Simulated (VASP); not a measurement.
# B5W (P4/mmm) in VASP: notebook

The runs below take B5W through single point, relaxation of cell and atoms, with PBE.

Everything below comes from runs of VASP 6.6.1. Logs are shortened: lines on timing, memory, paths and dates and some standing lists are left out, and cuts for length are marked.

## Step 1: The cell of the first run

Symmetry: P4/mmm, No. 123, tetragonal system. Conventional cell: a = 2.956 Å, b = 2.956 Å, c = 5.973 Å, α = 90.00°, β = 90.00°, γ = 90.00°. B (site symmetry 4mm) has 5 B at 1.76 to 1.92 Å within 2.3 Å. Within 2.5 Å of B (site symmetry mmm) lie 8 B at 1.92 to 2.09 Å. B (site symmetry 4/mmm) has 2 B at 1.76 Å and 4 W at 2.09 Å within 2.3 Å. Within 2.8 Å of W (site symmetry 4/mmm) lie 12 B at 2.09 to 2.73 Å.

## Step 2: Single point, PBE

Contents of INCAR:

```
ALGO     = Normal         # electronic algorithm
EDIFF    = 1E-7           # SCF threshold, eV
ENCUT    = 520            # plane-wave cutoff, eV
GGA      = PE             # functional
ISIF     = 2              # what is computed and relaxed
ISMEAR   = 0              # smearing method
LASPH    = T              # aspherical terms in the spheres
LCHARG   = F              # write CHGCAR
LREAL    = F              # projectors in reciprocal space
LWAVE    = F              # write WAVECAR
NBANDS   = 24             # bands
NELM     = 100            # most SCF steps
PREC     = Accurate       # precision mode
SIGMA    = 0.1            # smearing width, eV
```

Contents of KPOINTS:

```
k-points
0
Gamma
  12 12 6
```

Contents of POSCAR:

```
B5W
1.0
    2.9563845194      0.0000000000      0.0000000000
    0.0000000000      2.9563845194      0.0000000000
    0.0000000000      0.0000000000      5.9726091259
B W
5 1
Direct
    0.5000000000      0.5000000000      0.7047483191
    0.5000000000      0.5000000000      0.2952516809
    0.5000000000      0.0000000000      0.5000000000
    0.0000000000      0.5000000000      0.5000000000
    0.5000000000      0.5000000000      0.0000000000
    0.0000000000      0.0000000000      0.0000000000
```

Potentials or basis: VASP PAW PBE potentials, release 64 (B, W_sv).

Started as:

```bash
$ cat potpaw_PBE.64/B/POTCAR potpaw_PBE.64/W_sv/POTCAR > POTCAR
$ mpirun -np 1 vasp_std > vasp.out
```

OUTCAR:

```text
EDIFF = 1E-7
   ENCUT = 520
   GGA = PE
   ISIF = 2
   ISMEAR = 0
   LASPH = T
   LREAL = F
   NELM = 100
   PREC = Accurate

 ion  position               nearest neighbor table
   1  0.500  0.500  0.705-   5 1.76   4 1.92   3 1.92   3 1.92   4 1.92   6 2.73   6 2.73   6 2.73
                             6 2.73
   2  0.500  0.500  0.295-   5 1.76   4 1.92   3 1.92   3 1.92   4 1.92   6 2.73   6 2.73   6 2.73
                             6 2.73
   3  0.500  0.000  0.500-   1 1.92   2 1.92   1 1.92   2 1.92   4 2.09   4 2.09   4 2.09   4 2.09

   4  0.000  0.500  0.500-   1 1.92   2 1.92   1 1.92   2 1.92   3 2.09   3 2.09   3 2.09   3 2.09

   5  0.500  0.500  0.000-   1 1.76   2 1.76   6 2.09   6 2.09   6 2.09   6 2.09
   6  0.000  0.000  0.000-   5 2.09   5 2.09   5 2.09   5 2.09   2 2.73   2 2.73   1 2.73   2 2.73
                             1 2.73   1 2.73   2 2.73   1 2.73

  LATTYP: Found a simple tetragonal cell.
 ALAT       =     2.9563845194
 C/A-ratio  =     2.0202409689

  Lattice vectors:

 A1 = (   2.9563845194,   0.0000000000,   0.0000000000)
 A2 = (   0.0000000000,   2.9563845194,   0.0000000000)
 A3 = (   0.0000000000,   0.0000000000,   5.9726091259)

Analysis of symmetry for initial positions (statically):
=====================================================================
 Subroutine PRICEL returns:
 Original cell was already a primitive cell.

 Routine SETGRP: Setting up the symmetry group for a
 simple tetragonal supercell.

 Subroutine GETGRP returns: Found 16 space group operations
 (whereof 16 operations were pure point group operations)
 out of a pool of 16 trial point group operations.

The static configuration has the point symmetry D_4h.

Analysis of symmetry for dynamics (positions and initial velocities):
=====================================================================
 Subroutine PRICEL returns:
 Original cell was already a primitive cell.

 Routine SETGRP: Setting up the symmetry group for a
 simple tetragonal supercell.

 Subroutine GETGRP returns: Found 16 space group operations
 (whereof 16 operations were pure point group operations)
 out of a pool of 16 trial point group operations.

The dynamic configuration has the point symmetry D_4h.

 Subroutine INISYM returns: Found 16 space group operations
 (whereof 16 operations are pure point group operations),
 and found     1 'primitive' translations

----------------------------------------------------------------------------------------

                                     Primitive cell

  volume of cell :      52.2019

  direct lattice vectors                    reciprocal lattice vectors
     2.956384519  0.000000000  0.000000000     0.338250993  0.000000000  0.000000000
     0.000000000  2.956384519  0.000000000     0.000000000  0.338250993  0.000000000
     0.000000000  0.000000000  5.972609126     0.000000000  0.000000000  0.167431014

  length of vectors
     2.956384519  2.956384519  5.972609126     0.338250993  0.338250993  0.167431014

  position of ions in fractional coordinates (direct lattice)
     0.500000000  0.500000000  0.704748319
     0.500000000  0.500000000  0.295251681
     0.500000000  0.000000000  0.500000000
     0.000000000  0.500000000  0.500000000
     0.500000000  0.500000000  0.000000000
     0.000000000  0.000000000  0.000000000

  ion indices of the primitive-cell ions
   primitive index   ion index
                 1           1
                 2           2
                 3           3
                 4           4
                 5           5
                 6           6

----------------------------------------------------------------------------------------

 KPOINTS: k-points

Automatic generation of k-mesh.
 Grid dimensions read from file:
 generate k-points for:   12   12    6

 Generating k-lattice:

  Cartesian coordinates                     Fractional coordinates (reciprocal lattice)
     0.028187583  0.000000000  0.000000000     0.083333333  0.000000000  0.000000000
     0.000000000  0.028187583  0.000000000     0.000000000  0.083333333  0.000000000
     0.000000000  0.000000000  0.027905169     0.000000000  0.000000000  0.166666667

  Length of vectors
     0.028187583  0.028187583  0.027905169

  Shift w.r.t. Gamma in fractional coordinates (k-lattice)
     0.000000000  0.000000000  0.000000000

 Subroutine IBZKPT returns following result:
 ===========================================

 Found    112 irreducible k-points:

 Following reciprocal coordinates:
            Coordinates               Weight
  0.000000  0.000000  0.000000      1.000000
  0.083333  0.000000  0.000000      4.000000
  0.166667  0.000000  0.000000      4.000000
  0.250000  0.000000  0.000000      4.000000
  0.333333  0.000000  0.000000      4.000000
  0.416667  0.000000  0.000000      4.000000
[... 16 lines left out ...]
  0.333333  0.333333  0.000000      4.000000
  0.416667  0.333333  0.000000      8.000000
 [... further k-points ...]
   k-points           NKPTS =    112   k-points in BZ     NKDIM =    112   number of bands    NBANDS=     24
   number of dos      NEDOS =    301   number of ions     NIONS =      6
   total plane-waves  NPLWV =  27648
   dimension x,y,z NGX =    24 NGY =   24 NGZ =   48
   dimension x,y,z NGXF=    48 NGYF=   48 NGZF=   96
   ions per type =               5   1
   NGX,Y,Z   is equivalent  to a cutoff of  13.50, 13.50, 13.36 a.u.
   NGXF,Y,Z  is equivalent  to a cutoff of  26.99, 26.99, 26.72 a.u.
 SYSTEM =  unknown system
   PREC   = accura    normal or accurate (medium, high low for compatibility)
   ISTART =      0    job   : 0-new  1-cont  2-samecut
   ICHARG =      2    charge: 1-file 2-atom 10-const
   ISPIN  =      1    spin polarized calculation?
   LNONCOLLINEAR =      F non collinear calculations
   LSORBIT =      F    spin-orbit coupling
   LASPH  =      T    aspherical Exc in radial PAW
   ENCUT  =  520.0 eV  38.22 Ry    6.18 a.u.   5.50  5.50 11.11*2*pi/ulx,y,z
   NELM   =    100;   NELMIN=  2; NELMDL= -5     # of ELM steps
   EDIFF  = 0.1E-06   stopping-criterion for ELM
   LREAL  =      F    real-space projection
   EDIFFG = 0.1E-05   stopping-criterion for IOM
   NSW    =      0    number of steps for IOM
   IBRION =     -1    ionic relax: 0-MD 1-quasi-New 2-CG
   NFREE  =      0    steps in history (QN), initial steepest desc. (CG)
   ISIF   =      2    stress and relaxation
   ISYM   =      2    0-nonsym 1-usesym 2-fastsym
   POTIM  = 0.5000    time-step for ionic-motion
   TEBEG  =    0.0;   TEEND  =   0.0 temperature during run
   PSTRESS=    0.0 pullay stress
   NELECT =      29.0000    total number of electrons
   NUPDOWN=      -1.0000    fix difference up-down
   EMIN   =  10.00;   EMAX   =-10.00  energy-range for DOS
   EFERMI =   0.00;   METHOD = LEGACY
   ISMEAR =     0;   SIGMA  =   0.10  broadening in eV -4-tet -1-fermi 0-gaus
   EFERMI_NEDOS =   21; number of points for ismear=-14 and -15
   IALGO  =     38    algorithm
   IMIX   =      4    mixing-type and parameters
     AMIX     =   0.40;   BMIX     =  1.00
     AMIX_MAG =   1.60;   BMIX_MAG =  1.00
  volume/ion in A,a.u.               =       8.70        58.71
  Fermi-wavevector in a.u.,A,eV,Ry     =   1.345795  2.543183 24.642378  1.811164
  Thomas-Fermi vector in A             =   2.473679
   LORBIT       =      0    0 simple, 1 ext, 2 COOP (PROOUT), +10 PAW based schemes
   GGA     = PE    functional components
   LHFCALC =     F    Hartree Fock is set to
   AEXX    =    0.0000 exact exchange contribution
   IVDW    =     0    specifies the selected vdW correction
   LEPSILON=     F    determine dielectric tensor
   LRPA    =     F    only Hartree local field effects (RPA)
 non-spin polarized calculation
 Gauss-broadening in eV      SIGMA  =   0.10
  energy-cutoff  :      520.00
  volume of cell :       52.20
 maximum number of plane-waves:      1447
 NGX is ok and might be reduce to    24
   NGX = 11   NGY = 11   NGZ = 23

 number of electron      29.0000003 magnetization

 Free energy of the ion-electron system (eV)
  ---------------------------------------------------
  ext. energy  EPLUGINS =         0.00000000
  ---------------------------------------------------
  free energy    TOTEN  =       -41.27639463 eV

  energy without entropy =      -41.26954830  energy(sigma->0) =      -41.27297147

 E-fermi :   8.4187     XC(G=0): -12.3739

 val. band max:        8.4166821906   @ k =   0.1667   0.0000   0.1667
 cond. band min:       8.4533817502   @ k =   0.5000   0.4167   0.5000
 fundamental gap:      0.0366995595
 Fermi energy:         8.4187070096

 k-point     1 :       0.0000    0.0000    0.0000
  band No.  band energies     occupation
      1     -65.9812      2.00000
      2     -30.2377      2.00000
      3     -30.1451      2.00000
      4     -30.1451      2.00000
      5      -6.7035      2.00000
      6      -3.5977      2.00000
[... 16 lines left out ...]
     23      14.7959      0.00000
     24      16.5382      0.00000

 k-point     2 :       0.0833    0.0000    0.0000
  band No.  band energies     occupation
      1     -65.9795      2.00000
      2     -30.2340      2.00000
      3     -30.1801      2.00000
      4     -30.1407      2.00000
      5      -6.6037      2.00000
      6      -3.4578      2.00000
[... 16 lines left out ...]
     23      14.8807      0.00000
     24      16.2737      0.00000

 k-point     3 :       0.1667    0.0000    0.0000
  band No.  band energies     occupation
      1     -65.9751      2.00000
      2     -30.2746      2.00000
      3     -30.2240      2.00000
      4     -30.1286      2.00000
      5      -6.3102      2.00000
      6      -3.0531      2.00000
[... 16 lines left out ...]
     23      15.1335      0.00000
     24      15.4979      0.00000
[... 514 lines left out ...]
 k-point    23 :       0.3333    0.3333    0.0000
  band No.  band energies     occupation
      1     -65.9445      2.00000
      2     -30.4794      2.00000
      3     -30.4781      2.00000
      4     -30.1591      2.00000
      5      -3.9572      2.00000
      6      -1.3931      2.00000
[... 16 lines left out ...]
     23      16.6168      0.00000
     24      18.1236      0.00000

 k-point    24 :       0.4167    0.3333    0.0000
  band No.  band energies     occupation
      1     -65.9400      2.00000
      2     -30.5690      2.00000
      3     -30.4671      2.00000
      4     -30.1498      2.00000
      5      -3.4433      2.00000
      6      -1.4569      2.00000
[... 16 lines left out ...]
     23      16.5249      0.00000
     24      17.5901      0.00000

 [... further k-points ...]
[... 5 lines left out ...]
  --------------------------------------------------------------------------------------
  -------------------------------------------------------------------------------------
  Total        0.1016287      0.1016287      0.0280512      0.0000000     -0.0000000      0.0000000
  in kB        3.1191833      3.1191833      0.8609470      0.0000000     -0.0000000      0.0000000
  external PRESSURE =       2.3664379 kB  Pullay stress =       0.0000000 kB

 VOLUME and BASIS-vectors are now :
 -----------------------------------------------------------------------------
  energy-cutoff  :      520.00
  volume of cell :       52.20
      direct lattice vectors                 reciprocal lattice vectors
     2.956384519  0.000000000  0.000000000     0.338250993  0.000000000  0.000000000
     0.000000000  2.956384519  0.000000000     0.000000000  0.338250993  0.000000000
     0.000000000  0.000000000  5.972609126     0.000000000  0.000000000  0.167431014

 POSITION                                       TOTAL-FORCE (eV/Angst)
 -----------------------------------------------------------------------------------
      1.47819      1.47819      4.20919        -0.000000     -0.000000     -0.007035
      1.47819      1.47819      1.76342         0.000000      0.000000      0.007035
      1.47819      0.00000      2.98630        -0.000000      0.000000      0.000000
      0.00000      1.47819      2.98630        -0.000000      0.000000      0.000000
      1.47819      1.47819      0.00000        -0.000000      0.000000      0.000000
      0.00000      0.00000      0.00000        -0.000000      0.000000      0.000000
 -----------------------------------------------------------------------------------
    total drift:                                0.000000      0.000000      0.000000

  FREE ENERGIE OF THE ION-ELECTRON SYSTEM (eV)
  ---------------------------------------------------
  free  energy   TOTEN  =       -41.2763946347 eV

  energy  without entropy=      -41.2695483034  energy(sigma->0) =      -41.27297147
```

Run time: 53 s. Hardware: 1 thread of Intel Xeon 6975P-C (Granite Rapids), shared host; peak memory 0.25 GiB.

What came out:

```yaml
Free_energy: -41.2764 eV
Pressure: 0.2 GPa
Largest_force: 0.007 eV/Å
```

Forces in eV/Å, atoms in the order of the input:
```
B    0.000  0.000 -0.007
B    0.000  0.000  0.007
B    0.000  0.000  0.000
B    0.000  0.000  0.000
B    0.000  0.000  0.000
W    0.000  0.000  0.000
```

Stress tensor (GPa, compression positive):
```
0.31 0.00 0.00
0.00 0.31 0.00
0.00 0.00 0.09
```

Caveat: spin-orbit coupling is left out, which moves the levels of the heavy elements.

## Step 3: Relaxation of cell and atoms, PBE

This run uses another cell than the first one, of 8.78 Å³/atom, 1.009 times its volume.

Contents of INCAR:

```
PREC = Accurate
ENCUT = 600
EDIFF = 1E-6
ISMEAR = 0
SIGMA = 0.1
LREAL = False
LASPH = True
NELM = 100
ALGO = Normal
ISIF = 3
LWAVE = False
LCHARG = False
GGA = PE
IBRION = 2
NSW = 90
EDIFFG = -0.04
```

Contents of KPOINTS:

```
regular mesh
0
Gamma
  6 6 4
```

Contents of POSCAR:

```
B5W
1.0
    2.9573078037      0.0000000000      0.0000000000
    0.0000000000      2.9573078037      0.0000000000
    0.0000000000      0.0000000000      6.0207246962
B W
5 1
Direct
    0.5000000000      0.5000000000      0.7005704016
    0.5000000000      0.5000000000      0.2994295984
    0.5000000000      0.0000000000      0.5000000000
    0.0000000000      0.5000000000      0.5000000000
    0.5000000000      0.5000000000      0.0000000000
    0.0000000000      0.0000000000      0.0000000000
```

Potentials or basis: VASP PAW PBE potentials, release 64 (B, W_sv).

Started as:

```bash
$ cat potpaw_PBE.64/B/POTCAR potpaw_PBE.64/W_sv/POTCAR > POTCAR
$ mpirun -np 1 vasp_std > vasp.out
```

Run time: 28 s. Hardware: 1 thread of Intel Xeon 6975P-C (Granite Rapids), shared host; peak memory 0.19 GiB.

It converged, with:

* Free energy: -41.2735 eV
* Relaxed volume: 8.74 Å³/atom
* Relaxed cell: a = 2.954 Å, b = 2.954 Å, c = 6.007 Å, α = 90.00°, β = 90.00°, γ = 90.00°
* Space group after relaxing (to 0.05 Å): P4/mmm (No. 123)
* Energy gained by relaxing: 1.2 meV/atom
* Ionic steps: 4
* Pressure after relaxing: -0.4 GPa
* Largest force after relaxing: 0.033 eV/Å

Forces in eV/Å, atoms in the order of the input:
```
B    0.000  0.000 -0.033
B    0.000  0.000  0.033
B    0.000  0.000  0.000
B    0.000  0.000  0.000
B    0.000  0.000  0.000
W    0.000  0.000  0.000
```

Step by step:
```tsv
step	energy change (eV)	largest force (eV/Å)	pressure (GPa)	volume (Å³)
1	0.0000	0.3101	-1.03	52.66
2	-0.0063	0.0900	0.74	52.23
3	-0.0063	0.0881	0.75	52.22
4	-0.0074	0.0334	-0.42	52.42
```

Final structure:
```xyz
6
Lattice="2.9539 0.0000 0.0000 0.0000 2.9539 0.0000 0.0000 0.0000 6.0069" Properties=species:S:1:pos:R:3 pbc="T T T"
B     1.4770    1.4770    4.2316
B     1.4770    1.4770    1.7753
B     1.4770    2.9539    3.0035
B     0.0000    1.4770    3.0035
B     1.4770    1.4770    6.0069
W     0.0000    2.9539    6.0069
```

Levels at points of the mesh, in eV from the Fermi level:
| k point | band 11 | band 12 | band 13 | band 14 | band 15 | band 16 | band 17 | band 18 |
| --- | --- | --- | --- | --- | --- | --- | --- | --- |
| (0.00, 0.00, 0.00) | -3.77 | -2.80 | -0.64 | -0.64 | 0.83 | 1.27 | 1.27 | 2.95 |
| (0.50, 0.00, 0.00) | -5.20 | -2.92 | -1.16 | -0.70 | 1.03 | 2.67 | 3.11 | 3.16 |
| (0.50, 0.50, 0.00) | -5.56 | -5.56 | -1.89 | -1.89 | 0.20 | 0.20 | 0.54 | 0.87 |
| (0.00, 0.00, 0.50) | -3.86 | -0.30 | 0.07 | 0.07 | 0.55 | 0.55 | 0.83 | 2.67 |
| (0.50, 0.00, 0.50) | -4.88 | -4.06 | -1.54 | 0.85 | 0.93 | 1.77 | 2.76 | 2.99 |
| (0.50, 0.50, 0.50) | -5.00 | -5.00 | -2.09 | -2.09 | -1.41 | -0.64 | -0.31 | -0.31 |

Caveat: the bands computed are all filled at some k points, so no gap is given; spin-orbit coupling is left out, which moves the levels of the heavy elements.

(Part 1 of 2 ends here.)
